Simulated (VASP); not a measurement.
# Si5P13 in VASP: notebook

Runs on Si5P13. Level: PBE. Tasks: single point.

Program: VASP 6.6.1. These are calculated values, not measurements. Logs are shortened: lines on timing, memory, paths and dates and some standing lists are left out, and cuts for length are marked.

### Step 1. The cell of the first run

The cell holds a disordered packing, 18 atoms: a = 7.050 Å, b = 7.051 Å, c = 7.040 Å, α = 90.50°, β = 87.18°, γ = 89.28°.

### Step 2. Single point, PBE

Contents of INCAR:

```
PREC = Accurate
ENCUT = 400
EDIFF = 1E-6
ISMEAR = -1
SIGMA = 0.05
LREAL = Auto
LASPH = T
NELM = 120
ALGO = Normal
ISIF = 2
LWAVE = F
LCHARG = T
GGA = PE
LELF = T
LVHAR = T
NBANDS = 58
ISYM = -1
GGA_COMPAT = F
```

Contents of KPOINTS:

```
explicit points
1
Reciprocal
  0.25000000   0.25000000   0.25000000 1
```

Contents of POSCAR:

```
Si5P13
1.0
    7.0479230000      0.0446470000      0.1733930000
    0.0446470000      7.0511420000     -0.0312760000
    0.1733930000     -0.0312760000      7.0375900000
Si P
5 13
Direct
    0.8236504681      0.4011892557      0.6191946916
    0.4284597801      0.6315186827      0.0680826038
   -0.0056078493      0.3811131144      0.0559315129
    0.4032675651      0.4420516097      0.6454584358
    0.7793698507      0.6287108705      0.3926701164
    0.7648942782      0.9429584318      0.6880367646
    0.8209564601      0.1334547782      0.4306444149
    0.5219935551      0.1135247763      0.3173604277
    0.4968150390      0.7994166968      0.3615215303
    0.2894996106      0.1629598139      0.5392338180
    0.0444879332      0.8076180816      0.6364313873
    0.2450414644      0.9848494392      0.8005055248
    0.6992508427      0.4332631837      0.1299937248
    0.0931596938      0.7737826998      0.3222596924
    0.1016718852      0.5287688640      0.7782865415
    0.5899328913      0.2814495830      0.8586363206
    0.2200956741      0.4643581483      0.2754461707
    0.9626342467      0.0698626940      0.9243671464
```

Potentials or basis: VASP PAW PBE potentials, release 64 (Si, P).

On the command line:

```bash
> cat potpaw_PBE.64/Si/POTCAR potpaw_PBE.64/P/POTCAR > POTCAR
> mpirun -np 1 vasp_std > vasp.out
```

OUTCAR:

```text
PREC = Accurate
   ENCUT = 400
   EDIFF = 1E-6
   ISMEAR = -1
   LREAL = Auto
   LASPH = T
   NELM = 120
   ISIF = 2
   GGA = PE
   ISYM = -1

 ion  position               nearest neighbor table
   1  0.824  0.401  0.619-   7 2.30   5 2.30  16 2.46  15 2.48   4 2.97
   2  0.428  0.632  0.068-  17 2.35  13 2.41   9 2.44  16 3.04  14 3.05
   3  0.994  0.381  0.056-  13 2.15  15 2.32  17 2.35  18 2.39
   4  0.403  0.442  0.645-  10 2.27  16 2.34  15 2.35  17 2.97   1 2.97
   5  0.779  0.629  0.393-   1 2.30   9 2.34  13 2.39  14 2.48  11 2.89   6 3.02
   6  0.765  0.943  0.688-  11 2.19   7 2.29  18 2.40  16 2.90   5 3.02
   7  0.821  0.133  0.431-   6 2.29   8 2.30   1 2.30
   8  0.522  0.114  0.317-  10 2.23   9 2.25   7 2.30  13 2.89
   9  0.497  0.799  0.362-   8 2.25   5 2.34   2 2.44  14 2.88
  10  0.289  0.163  0.539-   8 2.23  12 2.25   4 2.27  17 2.89
  11  0.044  0.808  0.636-   6 2.19  14 2.23  12 2.25  15 2.25  18 2.77   5 2.89
  12  0.245  0.985  0.801-  18 2.21  10 2.25  11 2.25
  13  0.699  0.433  0.130-   3 2.15  16 2.35   5 2.39   2 2.41   8 2.89
  14  0.093  0.774  0.322-  11 2.23  17 2.36   5 2.48   9 2.88   2 3.05
  15  0.102  0.529  0.778-  11 2.25   3 2.32   4 2.35   1 2.48
  16  0.590  0.281  0.859-   4 2.34  13 2.35   1 2.46   6 2.90   2 3.04
  17  0.220  0.464  0.275-   3 2.35   2 2.35  14 2.36  10 2.89   4 2.97
  18  0.963  0.070  0.924-  12 2.21   3 2.39   6 2.40  11 2.77

IMPORTANT INFORMATION: All symmetrisations will be switched off!
NOSYMM: (Re-)initialisation of all symmetry stuff for point group C_1.

----------------------------------------------------------------------------------------

                                     Primitive cell

  volume of cell :     349.5060

  direct lattice vectors                    reciprocal lattice vectors
     7.047923000  0.044647000  0.173393000     0.141977725 -0.000914520 -0.003502129
     0.044647000  7.051142000 -0.031276000    -0.000914520  0.141829685  0.000652842
     0.173393000 -0.031276000  7.037590000    -0.003502129  0.000652842  0.142183285

  length of vectors
     7.050196955  7.051352710  7.039795191     0.142023856  0.141834136  0.142227907

  position of ions in fractional coordinates (direct lattice)
     0.823650468  0.401189256  0.619194692
     0.428459780  0.631518683  0.068082604
     0.994392151  0.381113114  0.055931513
     0.403267565  0.442051610  0.645458436
     0.779369851  0.628710871  0.392670116
     0.764894278  0.942958432  0.688036765
[... 10 lines left out ...]
     0.220095674  0.464358148  0.275446171
     0.962634247  0.069862694  0.924367146

  ion indices of the primitive-cell ions
   primitive index   ion index
                 1           1
                 2           2
                 3           3
                 4           4
                 5           5
                 6           6
[... 51 lines left out ...]
   TEBEG  =    0.0;   TEEND  =   0.0 temperature during run
   PSTRESS=    0.0 pullay stress
   NELECT =      85.0000    total number of electrons
   NUPDOWN=      -1.0000    fix difference up-down
   EMIN   =  10.00;   EMAX   =-10.00  energy-range for DOS
   EFERMI =   0.00;   METHOD = LEGACY
   ISMEAR =    -1;   SIGMA  =   0.05  broadening in eV -4-tet -1-fermi 0-gaus
   EFERMI_NEDOS =   21; number of points for ismear=-14 and -15
   IALGO  =     38    algorithm
   IMIX   =      4    mixing-type and parameters
     AMIX     =   0.40;   BMIX     =  1.00
     AMIX_MAG =   1.60;   BMIX_MAG =  1.00
  volume/ion in A,a.u.               =      19.42       131.03
  Fermi-wavevector in a.u.,A,eV,Ry     =   1.021871  1.931057 14.207492  1.044221
  Thomas-Fermi vector in A             =   2.155520
   LORBIT       =      0    0 simple, 1 ext, 2 COOP (PROOUT), +10 PAW based schemes
   GGA     = PE    functional components
   LHFCALC =     F    Hartree Fock is set to
   AEXX    =    0.0000 exact exchange contribution
   IVDW    =     0    specifies the selected vdW correction
   LEPSILON=     F    determine dielectric tensor
   LRPA    =     F    only Hartree local field effects (RPA)
 non-spin polarized calculation
  energy-cutoff  :      400.00
  volume of cell :      349.51
 maximum number of plane-waves:      6349
 NGX is ok and might be reduce to    48
   NGX = 23   NGY = 23   NGZ = 23

 number of electron      85.0000002 magnetization

 Free energy of the ion-electron system (eV)
  ---------------------------------------------------
  ext. energy  EPLUGINS =         0.00000000
  ---------------------------------------------------
  free energy    TOTEN  =       -93.16249547 eV

  energy without entropy =      -93.09277510  energy(sigma->0) =      -93.12763529

 E-fermi :   6.1542     XC(G=0):  -9.6873

 val. band max:        6.1541467766   @ k =   0.2500   0.2500   0.2500
 cond. band min:       6.9737089849   @ k =   0.2500   0.2500   0.2500
 fundamental gap:      0.8195622083
 Fermi energy:         6.1542401816

 k-point     1 :       0.2500    0.2500    0.2500
  band No.  band energies     occupation
      1      -8.9062      2.00000
      2      -7.6168      2.00000
      3      -7.3076      2.00000
      4      -6.5735      2.00000
      5      -6.2253      2.00000
      6      -5.8626      2.00000
[... 46 lines left out ...]
     53       8.6966      0.00000
     54       8.7988      0.00000
 [bands above 54 left out]

------------------------ aborting loop because EDIFF is reached ----------------------------------------

  FORCE on cell =-STRESS in cart. coord.  units (eV):
  Direction    XX          YY          ZZ          XY          YZ          ZX
  --------------------------------------------------------------------------------------
  -------------------------------------------------------------------------------------
  Total       -6.8488096      5.2425917     -3.0681085     -2.4651543      3.1037394      0.6966630
  in kB      -31.3957618     24.0326673    -14.0645759    -11.3005621     14.2279125      3.1935864
  external PRESSURE =      -7.1425568 kB  Pullay stress =       0.0000000 kB

 VOLUME and BASIS-vectors are now :
 -----------------------------------------------------------------------------
  energy-cutoff  :      400.00
  volume of cell :      349.51
      direct lattice vectors                 reciprocal lattice vectors
     7.047923000  0.044647000  0.173393000     0.141977725 -0.000914520 -0.003502129
     0.044647000  7.051142000 -0.031276000    -0.000914520  0.141829685  0.000652842
     0.173393000 -0.031276000  7.037590000    -0.003502129  0.000652842  0.142183285

 POSITION                                       TOTAL-FORCE (eV/Angst)
 -----------------------------------------------------------------------------------
      5.93030      2.84625      4.48791        -0.374187     -0.400232      1.384099
      3.05975      4.46993      0.53368         0.558836      0.254657      0.065786
      7.03511      2.72993      0.55412         0.922464     -0.228619     -0.410585
      2.97385      3.11479      4.59857        -0.107502      0.506222     -0.058091
      5.58909      4.45565      2.87892        -0.575706      1.339911     -0.487796
      5.55232      6.66156      4.94526        -0.023500      0.157952     -0.263440
[... 10 lines left out ...]
      1.61971      3.27547      1.96212        -0.777871      0.554078      0.047391
      6.94797      0.50668      6.67005         0.272237      0.127660     -0.067033
 -----------------------------------------------------------------------------------
    total drift:                                0.001146     -0.001026      0.004249

  FREE ENERGIE OF THE ION-ELECTRON SYSTEM (eV)
  ---------------------------------------------------
  free  energy   TOTEN  =       -93.1624954706 eV

  energy  without entropy=      -93.0927751008  energy(sigma->0) =      -93.12763529
```

Run time: 27 s. Hardware: 1 thread of Intel Xeon 6975P-C (Granite Rapids), shared host; peak memory 0.29 GiB.

Results:

- Free energy: -93.1625 eV
- Pressure: -0.7 GPa
- Largest force: 1.538 eV/Å
- Band gap on the k mesh: zero (an odd number of electrons rules out a gap without spin polarisation)

Forces in eV/Å, atoms in the order of the input:
```
Si  -0.374 -0.400  1.384
Si   0.559  0.255  0.066
Si   0.922 -0.229 -0.411
Si  -0.108  0.506 -0.058
Si  -0.576  1.340 -0.488
P   -0.024  0.158 -0.263
P   -0.043 -0.559  0.358
P    0.561 -0.506  0.307
P    0.214 -0.614 -0.179
P   -0.247  0.044 -0.377
P    0.646 -0.257 -0.112
P    0.160 -0.093  0.076
P   -1.085  0.581  0.324
P   -0.225 -0.438  0.410
P   -0.620 -0.458 -0.183
P    0.744 -0.010 -0.835
P   -0.778  0.554  0.047
P    0.272  0.128 -0.067
```

Stress tensor (GPa, compression positive):
```
-3.14 -1.13  0.32
-1.13  2.40  1.42
 0.32  1.42 -1.41
```

Caveat: the atoms stand as in a frame of molecular dynamics.

### Step 3. Single point, PBE

Contents of INCAR:

```
SYSTEM = Si5P13
PREC = Accurate ; ENCUT = 400
EDIFF = 1E-6 ; ISMEAR = -1
SIGMA = 0.05 ; LREAL = Auto
LASPH = .TRUE. ; NELM = 120
ALGO = Normal ; ISIF = 2
LWAVE = .FALSE. ; LCHARG = .FALSE.
GGA = PE ; NBANDS = 58
ISYM = -1 ; GGA_COMPAT = .FALSE.
```

KPOINTS is that of step 2.

Contents of POSCAR:

```
Si5P13
1.0
    7.0479230000      0.0446470000      0.1733930000
    0.0446470000      7.0511420000     -0.0312760000
    0.1733930000     -0.0312760000      7.0375900000
Si P
5 13
Direct
    0.7766062024      0.4102191098      0.6192074181
    0.4096647318      0.6067573017      0.0469431928
   -0.0376118563      0.3865817601      0.0449427096
    0.3609190581      0.4481713348      0.6331268472
    0.7665109724      0.6772487052      0.4079551371
    0.7839338507      0.9064280680      0.6589498397
    0.8190557840      0.1288295036      0.4296427800
    0.5109805098      0.0922895147      0.3051291711
    0.4679274019      0.7872397372      0.3267594978
    0.2808181731      0.1660908643      0.5086634419
    0.0740369642      0.8028299367      0.6505120102
    0.2691662329      1.0037494832      0.7835593901
    0.6606933252      0.4279055223      0.1330596945
    0.0758569857      0.7912563117      0.3253740644
    0.0501873069      0.4959193763      0.7649525259
    0.5708023680      0.2849817953      0.8573257259
    0.1796296186      0.4861426362      0.2739699355
    0.9976214965      0.0770332855      0.9252922817
```

Potentials or basis: VASP PAW PBE potentials, release 64 (Si, P).

On the command line:

```bash
> cat potpaw_PBE.64/Si/POTCAR potpaw_PBE.64/P/POTCAR > POTCAR
> mpirun -np 1 vasp_std > vasp.out
```

OUTCAR:

```text
SYSTEM = Si5P13
   PREC = Accurate
   ENCUT = 400
   EDIFF = 1E-6
   ISMEAR = -1
   LREAL = Auto
   LASPH = .TRUE.
   NELM = 120
   ISIF = 2
   GGA = PE
   ISYM = -1

 ion  position               nearest neighbor table
   1  0.777  0.410  0.619-  15 2.31  16 2.35   7 2.39   5 2.41   4 2.94
   2  0.410  0.607  0.047-  13 2.27  17 2.39   9 2.39  16 2.82   4 3.15
   3  0.962  0.387  0.045-  15 2.19  13 2.20  18 2.34  17 2.39
   4  0.361  0.448  0.633-  10 2.26  15 2.36  16 2.49  17 2.90   1 2.94   2 3.15
   5  0.767  0.677  0.408-   9 2.33  14 2.38   6 2.39   1 2.41  13 2.74  11 2.96
   6  0.784  0.906  0.659-  11 2.16   7 2.27   5 2.39  18 2.74
   7  0.819  0.129  0.430-   6 2.27   1 2.39   8 2.40
   8  0.511  0.092  0.305-  10 2.17   9 2.18   7 2.40  13 2.86
   9  0.468  0.787  0.327-   8 2.18   5 2.33   2 2.39  14 2.76
  10  0.281  0.166  0.509-   8 2.17  12 2.26   4 2.26  17 2.91
  11  0.074  0.803  0.651-   6 2.16  12 2.22  14 2.29  15 2.32  18 2.75   5 2.96
  12  0.269  0.004  0.784-  18 2.17  11 2.22  10 2.26
  13  0.661  0.428  0.133-   3 2.20   2 2.27  16 2.30   5 2.74   8 2.86
  14  0.076  0.791  0.325-  17 2.28  11 2.29   5 2.38   9 2.76
  15  0.050  0.496  0.765-   3 2.19   1 2.31  11 2.32   4 2.36
  16  0.571  0.285  0.857-  13 2.30   1 2.35   4 2.49   2 2.82
  17  0.180  0.486  0.274-  14 2.28   3 2.39   2 2.39   4 2.90  10 2.91
  18  0.998  0.077  0.925-  12 2.17   3 2.34   6 2.74  11 2.75

IMPORTANT INFORMATION: All symmetrisations will be switched off!
NOSYMM: (Re-)initialisation of all symmetry stuff for point group C_1.

----------------------------------------------------------------------------------------

                                     Primitive cell

  volume of cell :     349.5060

  direct lattice vectors                    reciprocal lattice vectors
     7.047923000  0.044647000  0.173393000     0.141977725 -0.000914520 -0.003502129
     0.044647000  7.051142000 -0.031276000    -0.000914520  0.141829685  0.000652842
     0.173393000 -0.031276000  7.037590000    -0.003502129  0.000652842  0.142183285

  length of vectors
[... 98 lines left out ...]
   LHFCALC =     F    Hartree Fock is set to
   AEXX    =    0.0000 exact exchange contribution
   IVDW    =     0    specifies the selected vdW correction
   LEPSILON=     F    determine dielectric tensor
   LRPA    =     F    only Hartree local field effects (RPA)
 non-spin polarized calculation
  energy-cutoff  :      400.00
  volume of cell :      349.51
 maximum number of plane-waves:      6349
 NGX is ok and might be reduce to    48
   NGX = 23   NGY = 23   NGZ = 23

 number of electron      85.0000000 magnetization

 Free energy of the ion-electron system (eV)
  ---------------------------------------------------
  ext. energy  EPLUGINS =         0.00000000
  ---------------------------------------------------
  free energy    TOTEN  =       -93.24728909 eV

  energy without entropy =      -93.17750655  energy(sigma->0) =      -93.21239782

 E-fermi :   6.0720     XC(G=0):  -9.6627

 val. band max:        6.0719111778   @ k =   0.2500   0.2500   0.2500
 cond. band min:       6.8659558212   @ k =   0.2500   0.2500   0.2500
 fundamental gap:      0.7940446434
 Fermi energy:         6.0720202189

 k-point     1 :       0.2500    0.2500    0.2500
  band No.  band energies     occupation
      1      -8.9509      2.00000
      2      -7.7198      2.00000
      3      -7.3789      2.00000
      4      -6.7187      2.00000
      5      -6.3954      2.00000
      6      -6.0966      2.00000
[... 46 lines left out ...]
     53       8.6297      0.00000
     54       8.9654      0.00000
 [bands above 54 left out]

------------------------ aborting loop because EDIFF is reached ----------------------------------------

  FORCE on cell =-STRESS in cart. coord.  units (eV):
  Direction    XX          YY          ZZ          XY          YZ          ZX
  --------------------------------------------------------------------------------------
  -------------------------------------------------------------------------------------
  Total       -2.6707235      5.5244321     -0.2238735     -2.2135194      2.1881540     -1.2919366
  in kB      -12.2429159     25.3246572     -1.0262630    -10.1470376     10.0307597     -5.9223920
  external PRESSURE =       4.0184928 kB  Pullay stress =       0.0000000 kB

 VOLUME and BASIS-vectors are now :
 -----------------------------------------------------------------------------
  energy-cutoff  :      400.00
  volume of cell :      349.51
      direct lattice vectors                 reciprocal lattice vectors
     7.047923000  0.044647000  0.173393000     0.141977725 -0.000914520 -0.003502129
     0.044647000  7.051142000 -0.031276000    -0.000914520  0.141829685  0.000652842
     0.173393000 -0.031276000  7.037590000    -0.003502129  0.000652842  0.142183285

 POSITION                                       TOTAL-FORCE (eV/Angst)
 -----------------------------------------------------------------------------------
      5.59914      2.90782      4.47956        -0.194885     -0.610370     -0.450283
      2.92251      4.29515      0.38242        -0.135089      0.797738     -0.094731
      6.80789      2.76741      0.47107         0.762251     -0.137686      1.142009
      2.67352      3.15643      4.50425         0.370087      0.266999      0.185412
      5.50328      4.79684      2.98275        -0.877211     -0.295336      0.085173
      5.67983      6.40574      4.74500        -0.879960      0.654714      0.275805
[... 10 lines left out ...]
      1.33522      3.42731      1.94403        -0.461761      0.019221     -0.566895
      7.19504      0.55877      6.68240        -0.491155      0.217209      0.093815
 -----------------------------------------------------------------------------------
    total drift:                               -0.002152      0.003297     -0.002221

  FREE ENERGIE OF THE ION-ELECTRON SYSTEM (eV)
  ---------------------------------------------------
  free  energy   TOTEN  =       -93.2472890888 eV

  energy  without entropy=      -93.1775065462  energy(sigma->0) =      -93.21239782
```

OSZICAR:

```text
N       E                     dE             d eps       ncg     rms          rms(c)
DAV:   1     0.263781205041E+03    0.26378E+03   -0.29618E+04   116   0.101E+03
DAV:   2    -0.689304194989E+02   -0.33271E+03   -0.31882E+03   142   0.182E+02
DAV:   3    -0.936547499443E+02   -0.24724E+02   -0.24346E+02   152   0.471E+01
DAV:   4    -0.942569569786E+02   -0.60221E+00   -0.59731E+00   160   0.843E+00
DAV:   5    -0.942727612101E+02   -0.15804E-01   -0.15766E-01   152   0.128E+00    0.189E+01
DAV:   6    -0.934351893546E+02    0.83757E+00   -0.11644E+00   144   0.355E+00    0.111E+01
DAV:   7    -0.932545749235E+02    0.18061E+00   -0.12051E+00   144   0.321E+00    0.166E+00
DAV:   8    -0.932460461097E+02    0.85288E-02   -0.14830E-01   136   0.136E+00    0.101E+00
DAV:   9    -0.932467298910E+02   -0.68378E-03   -0.20403E-02   144   0.448E-01    0.461E-01
DAV:  10    -0.932469253518E+02   -0.19546E-03   -0.18255E-03   152   0.152E-01    0.197E-01
DAV:  11    -0.932472200349E+02   -0.29468E-03   -0.82567E-04   144   0.101E-01    0.514E-02
DAV:  12    -0.932472509201E+02   -0.30885E-04   -0.13889E-04   144   0.399E-02    0.368E-02
DAV:  13    -0.932472842033E+02   -0.33283E-04   -0.51425E-05   144   0.231E-02    0.142E-02
DAV:  14    -0.932472882542E+02   -0.40509E-05   -0.71209E-06   144   0.991E-03    0.106E-02
DAV:  15    -0.932472890888E+02   -0.83458E-06   -0.17787E-06    96   0.436E-03
   1 F= -.93247289E+02 E0= -.93212398E+02  d E =-.697825E-01
```

stdout:

```text
POSCAR found type information on POSCAR SiP
 POSCAR found :  2 types and      18 ions
 scaLAPACK will be used
 LDA part: xc-table for (Slater+PW92), standard interpolation
 POSCAR, INCAR and KPOINTS ok, starting setup
 FFT: planning ... GRIDC
 FFT: planning ... GRID_SOFT
 FFT: planning ... GRID
 WAVECAR not read
 entering main loop
```

Run time: 28 s. Hardware: 1 thread of Intel Xeon 6975P-C (Granite Rapids), shared host; peak memory 0.29 GiB.

What came out:

* Free energy: -93.2473 eV
* Pressure: 0.4 GPa
* Largest force: 1.506 eV/Å
* Band gap on the k mesh: zero (an odd number of electrons rules out a gap without spin polarisation)

Forces on the atoms (eV/Å):
```
Si  -0.195 -0.610 -0.450
Si  -0.135  0.798 -0.095
Si   0.762 -0.138  1.142
Si   0.370  0.267  0.185
Si  -0.877 -0.295  0.085
P   -0.880  0.655  0.276
P   -0.607  0.224  0.056
P    1.107  0.136  0.199
P    0.420 -0.097 -0.042
P   -0.698 -0.423 -0.142
P   -0.385 -0.574 -0.416
P    0.509 -0.160  0.454
P    0.301 -0.251  0.295
P    0.592 -0.642  0.262
P    0.585  1.037 -0.922
P    0.084 -0.162 -0.414
P   -0.462  0.019 -0.567
P   -0.491  0.217  0.094
```

Stress tensor (GPa, compression positive):
```
-1.22 -1.01 -0.59
-1.01  2.53  1.00
-0.59  1.00 -0.10
```

Caveat: the atoms stand as in a frame of molecular dynamics.
